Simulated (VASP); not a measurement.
**SrTiO3: single point with PBEsol**

The system is SrTiO3.

```
Sr Ti O
1.0
    -2.71353    2.71353    3.87143
     2.71353   -2.71353    3.87143
     2.71353    2.71353   -3.87143
Sr Ti O
2 2 6
Direct
  0.75000 0.25000 0.50000
  0.25000 0.75000 0.50000
  0.00000 0.00000 0.00000
  0.50000 0.50000 0.00000
  0.25000 0.25000 0.00000
  0.75000 0.75000 0.00000
  0.72152 0.22152 0.94304
  0.22152 0.27848 0.50000
  0.27848 0.77848 0.05696
  0.77848 0.72152 0.50000
```

- Program: VASP 6.6.1
- Task: single point
- Functional: PBEsol
- Potentials or basis: VASP PAW PBE potentials, release 64 (Sr_sv, Ti_sv, O)
- Cutoff: 520 eV
- k mesh: 8 × 8 × 8
- Occupations: gaussian, width 0.02 eV
- Spin: no spin polarisation
- Dipole correction: no
- Further INCAR settings: ALGO = Normal; EDIFF = 1e-06; NBANDS = 51

```json
{
  "Pressure": "6.7 GPa",
  "Largest force": "0.010 eV/Å",
  "Band gap on the k mesh": "2.03 eV (least direct gap 2.05 eV)"
}
```

Forces in eV/Å, atoms in the order of the input:
```
Sr   0.000  0.000  0.000
Sr   0.000  0.000  0.000
Ti   0.000  0.000  0.000
Ti   0.000  0.000  0.000
O    0.000  0.000  0.000
O    0.000  0.000  0.000
O    0.007  0.007  0.000
O   -0.007  0.007  0.000
O   -0.007 -0.007  0.000
O    0.007 -0.007  0.000
```

Stress tensor (GPa, compression positive):
```
6.67 0.00 0.00
0.00 6.67 0.00
0.00 0.00 6.75
```

Levels at points of the mesh, in eV from the valence-band top:
| k point | band 38 | band 39 | band 40 | band 41 | band 42 | band 43 |
| --- | --- | --- | --- | --- | --- | --- |
| (0.00, 0.00, 0.00) | -0.21 | -0.02 | -0.02 | 2.03 | 2.03 | 2.06 |
| (0.50, 0.00, 0.00) | -0.73 | -0.59 | -0.59 | 3.58 | 3.58 | 3.61 |
| (0.50, 0.50, 0.00) | -0.64 | -0.63 | -0.04 | 2.17 | 3.96 | 3.98 |
| (0.50, 0.50, 0.50) | -0.56 | -0.56 | -0.06 | 2.22 | 3.90 | 3.90 |

Wall time 17 min on 1 thread of Intel Xeon 8259CL, with other jobs on the host, peak memory 0.45 GiB.

Caveat: the cell stands under pressure; the PAW data sets were made with another functional, which shifts forces and pressure a little. A k mesh can miss the band edges.
